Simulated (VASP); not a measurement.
Write the native input for VASP 6.6.1 that does the following.

* Task: single point
* Functional: PBE
* Dispersion: D4
* Potentials or basis: VASP PAW PBE potentials, release 64 (Sr_sv, Cl)
* Cutoff: 520 eV
* k mesh: 6 × 6 × 6
* Occupations: fermi-dirac, width 0.02 eV
* Spin: no spin polarisation
* Dipole correction: no
* Further INCAR settings: ALGO = Normal; EDIFF = 1e-06; NBANDS = 19

The structure of SrCl2 lies in POSCAR:

```
SrCl2
1.0
    2.0995935784      1.2122009177      6.1642904757
   -2.0995935784      1.2122009177      6.1642904757
    0.0000000000     -2.4244018354      6.1642904757
Sr Cl
1 2
Direct
    0.0001777412      0.0001777412      0.0001777412
    0.4220976937      0.4220976937      0.4220976937
    0.2443912319      0.2443912319      0.2443912319
```

These files were run (other wordings do the same):

INCAR

```
SYSTEM = SrCl2
PREC = Accurate
ENCUT = 520
EDIFF = 1E-6
ISMEAR = -1
SIGMA = 0.02
LREAL = .False.
LASPH = .True.
NELM = 100
ALGO = Normal
ISIF = 2
LWAVE = .False.
LCHARG = .False.
GGA = PE
IVDW = 13
NBANDS = 19
```

KPOINTS

```
regular mesh
0
Gamma
  6 6 6
  0 0 0
```

Potentials or basis: VASP PAW PBE potentials, release 64 (Sr_sv, Cl).

Launch:

```sh
$ cat potpaw_PBE.64/Sr_sv/POTCAR potpaw_PBE.64/Cl/POTCAR > POTCAR
$ mpirun -np 1 vasp_std > vasp.out
```

Results of the run:

```json
{
  "Pressure": "0.1 GPa",
  "Largest force": "0.024 eV/Å",
  "Band gap on the k mesh": "4.31 eV",
  "Dispersion energy per atom": "-0.172 eV"
}
```

It took 3.4 min on 1 thread of Intel(R) Xeon(R) Platinum 8375C CPU @ 2.90GHz (Ice Lake), on a shared host, peak memory 0.36 GiB.
